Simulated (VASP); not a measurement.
# BN: single point with PBE+D3(BJ)

BN, a slab with vacuum:

```
B N
1.0
     2.50732    0.00000    0.00000
    -1.25366    2.17140    0.00000
     0.00000    0.00000   39.22825
B N
3 3
Direct
  0.66667 0.33333 0.41497
  0.33333 0.66667 0.50000
  0.66667 0.33333 0.58503
  0.33333 0.66667 0.41493
  0.66667 0.33333 0.50000
  0.33333 0.66667 0.58507
```

```yaml
Program: VASP 6.6.1
Task: single point
Functional: PBE
Dispersion: D3(BJ)
Potentials_or_basis: VASP PAW PBE potentials, release 64 (B, N)
Cutoff: 520 eV
k_mesh: 12 × 12 × 1
Occupations: gaussian, width 0.02 eV
Spin: no spin polarisation
```

```
Band gap on the k mesh     : 4.36 eV, indirect (least direct gap 4.66 eV)
Dispersion energy per atom : -0.117 eV
```

Levels at points of the mesh, in eV from the valence-band top:
```csv
k point,band 8,band 9,band 10,band 11,band 12,band 13,band 14,band 15,band 16,band 17
"(0.00, 0.00, 0.00)",-1.36,-1.33,-1.33,-1.33,-1.33,4.87,5.14,5.82,5.97,6.17
"(0.50, 0.00, 0.00)",-4.12,-4.10,-1.29,-0.91,-0.58,4.36,4.76,5.31,9.58,9.80
```

It took 4.4 min on 1 thread of AMD EPYC 7R13 (shared host), peak memory 0.33 GiB.
